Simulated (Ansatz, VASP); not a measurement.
One calculation of BiB, two programs

Contents of INCAR:

```
PREC = Accurate
ENCUT = 520
EDIFF = 1E-6
ISMEAR = 0
SIGMA = 0.01
LREAL = F
LASPH = T
NELM = 60
ALGO = Normal
ISIF = 2
LWAVE = F
LCHARG = F
GGA = PE
NBANDS = 16
```

File KPOINTS:

```
regular mesh
0
Gamma
  6 6 6
```

Contents of POSCAR:

```
BiB
1.0
    0.0000000000      2.7036840963      2.7036840963
    2.7036840963      0.0000000000      2.7036840963
    2.7036840963      2.7036840963      0.0000000000
B Bi
1 1
Direct
    0.0000000000      0.0000000000      0.0000000000
    0.2500000000      0.2500000000      0.2500000000
```

Input for Ansatz:

```yaml
crystal:
  lattice:
    - [0.0, 2.7036840963, 2.7036840963]
    - [2.7036840963, 0.0, 2.7036840963]
    - [2.7036840963, 2.7036840963, 0.0]
  atoms:
    - { symbol: B, position: [0.0, 0.0, 0.0] }
    - { symbol: Bi, position: [0.25, 0.25, 0.25] }
kpoints:
  mp_grid: { grid: [6, 6, 6] }
hamiltonian:
  xc: pbe
scf:
  occupations: { method: fixed }
  n_extra_bands: 4
output:
  forces: true
  stress: true
  eigenvalues: true
```

Alike in both runs: task single point; functional PBE; k mesh 6 × 6 × 6; no spin polarisation.

|  | VASP | Ansatz |
| --- | --- | --- |
| version | VASP 6.6.1 | Ansatz 0.2.0 |
| potentials or method | VASP PAW PBE potentials, release 64 (B, Bi_d) | plane waves, PAW |
| plane-wave cutoff (eV) | 520 | 420 |
| occupations | gaussian, width 0.01 eV | fixed |
| valence electrons in the cell | 18 | 18 |

Ansatz gave:

- gap on the k mesh at the Fermi level (eV): 0.59
- pressure (GPa): 5.2

Task: Estimate VASP's values.

Result: gap on the k mesh at the Fermi level (eV): 0.58; pressure (GPa): 5.1.

Spin-orbit coupling is off throughout.
